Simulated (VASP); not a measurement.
Be3Cd2S:

```xyz
6
Lattice="2.5915 1.4962 3.9651 -2.5915 1.4962 3.9651 0.0000 -2.9924 3.9651" Properties=species:S:1:pos:R:3 pbc="T T T"
Be   -1.2958    0.7481    1.9826
Be    1.2958    0.7481    1.9826
Be    0.0000   -1.4962    1.9826
Cd    0.0000    0.0000    7.4611
Cd    0.0000    0.0000    4.4343
S     0.0000    0.0000    0.0000
```

The cell was generated, and may not be a known phase.

```yaml
Program: VASP 6.6.1
Task: relaxation of cell and atoms
Functional: PBE
Potentials_or_basis: VASP PAW PBE potentials, release 64 (Be, Cd, S)
Cutoff: 600 eV
k_mesh: 6 × 6 × 6
Occupations: gaussian, width 0.1 eV
Spin: no spin polarisation
```

At the start: pressure -4.5 GPa; volume 15.37 Å³/atom.

How do energy, volume and symmetry change on relaxing?

Over 9 steps the energy falls by 79.7 meV/atom and the volume is 14.55 Å³/atom (-5.4 %); space group R-3m (No. 166, to 0.1 Å) before and after.

The path:
| step | energy change (eV) | largest force (eV/Å) | pressure (GPa) | volume (Å³) |
| --- | --- | --- | --- | --- |
| 1 | 0.0000 | 0.3711 | -4.45 | 92.25 |
| 2 | -0.2041 | 0.2188 | -0.42 | 86.62 |
| 3 | -0.2516 | 0.0097 | 3.33 | 82.95 |
| 4 | -0.3485 | 0.7385 | 4.25 | 82.86 |
| 5 | -0.3484 | 0.7757 | 4.31 | 82.85 |
| 6 | -0.4537 | 0.4578 | -0.74 | 87.98 |
| 7 | -0.4542 | 0.4376 | -1.04 | 88.35 |
| 8 | -0.4750 | 0.1456 | -0.46 | 87.69 |
| 9 | -0.4784 | 0.0221 | -0.05 | 87.29 |

Final structure:
```xyz
6
Lattice="2.6925 1.5545 3.4761 -2.6925 1.5545 3.4761 0.0000 -3.1090 3.4761" Properties=species:S:1:pos:R:3 pbc="T T T"
Be   -1.3462    0.7773    1.7381
Be    1.3462    0.7773    1.7381
Be    0.0000   -1.5545    1.7381
Cd    0.0000    0.0000    6.5864
Cd    0.0000    0.0000    3.8419
S     0.0000    0.0000    0.0000
```
